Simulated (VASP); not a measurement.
NiSb, 4 atoms in the cell. It takes space group P6_3/mmc (No. 194, hexagonal). Conventional cell: a = 3.940 Å, b = 3.940 Å, c = 5.140 Å, α = 90.00°, β = 90.00°, γ = 120.00°. Ni (site symmetry -3m) has 2 Ni at 2.57 Å and 6 Sb at 2.61 Å within 3.4 Å. Within 3.5 Å of Sb (site symmetry -6m2) lie 6 Ni at 2.61 Å and 6 Sb at 3.43 Å. 

- Program: VASP 6.6.1
- Task: single point
- Functional: BLYP
- Potentials or basis: VASP PAW PBE potentials, release 64 (Ni, Sb)
- Cutoff: 520 eV
- k mesh: 6 × 6 × 4
- Occupations: gaussian, width 0.1 eV
- Spin: no spin polarisation
- Dipole correction: no
- Further INCAR settings: ALGO = Normal; EDIFF = 1e-06; NBANDS = 23

Potentials or basis: VASP PAW PBE potentials, release 64 (Ni, Sb).

The run is started by

```sh
$ cat potpaw_PBE.64/Ni/POTCAR potpaw_PBE.64/Sb/POTCAR > POTCAR
$ mpirun -np 1 vasp_std > vasp.out
```

Hardware: 1 thread of AMD EPYC 9R45 96-Core Processor (Zen 5), with other jobs on the host.

**Question.** Estimate the wall time of this run.

**Answer.** It took 42 s on 1 thread of AMD EPYC 9R45 96-Core Processor (Zen 5), with other jobs on the host, peak memory 0.16 GiB. Counts: scf iterations 15, k points 21.
